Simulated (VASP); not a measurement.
A run of VASP 6.6.1 is set up as follows.

Contents of INCAR:

```
SYSTEM = Co
  ALGO = Normal
  EDIFF = 1E-7
  ENCUT = 520
  GGA = RE
  ISIF = 2
  ISMEAR = -1
  ISPIN = 2
  LASPH = .True.
  LCHARG = .True.
  LELF = .True.
  LMAXMIX = 4
  LORBIT = 11
  LREAL = .False.
  LVHAR = .True.
  LWAVE = .False.
  MAGMOM = 1.714 1.714
  NBANDS = 20
  NELM = 150
  PREC = Accurate
  SIGMA = 0.05
```

KPOINTS

```
k-points
0
Gamma
  23 23 13
  0 0 0
```

The input POSCAR:

```
Co
1.0
    2.5122498490      0.0000000000      0.0000000000
   -1.2561249245      2.1756721899      0.0000000000
    0.0000000000      0.0000000000      4.0561539047
Co
2
Direct
    0.3333333333      0.6666666667      0.2500000000
    0.6666666667      0.3333333333      0.7500000000
```

Potentials or basis: VASP PAW PBE potentials, release 64 (Co).

Launch:

```bash
$ cat potpaw_PBE.64/Co/POTCAR > POTCAR
$ mpirun -np 1 vasp_std > vasp.out
```

Q: What does it give for the site moments?

A: Co +1.65 μB.

Q: Predict the pressure.

A: -0.7 GPa.

Stress tensor (GPa, compression positive):
```
-0.87  0.00  0.00
 0.00 -0.87  0.00
 0.00  0.00 -0.48
```

Caveat: the PAW data sets were made with another functional, which shifts forces and pressure a little.
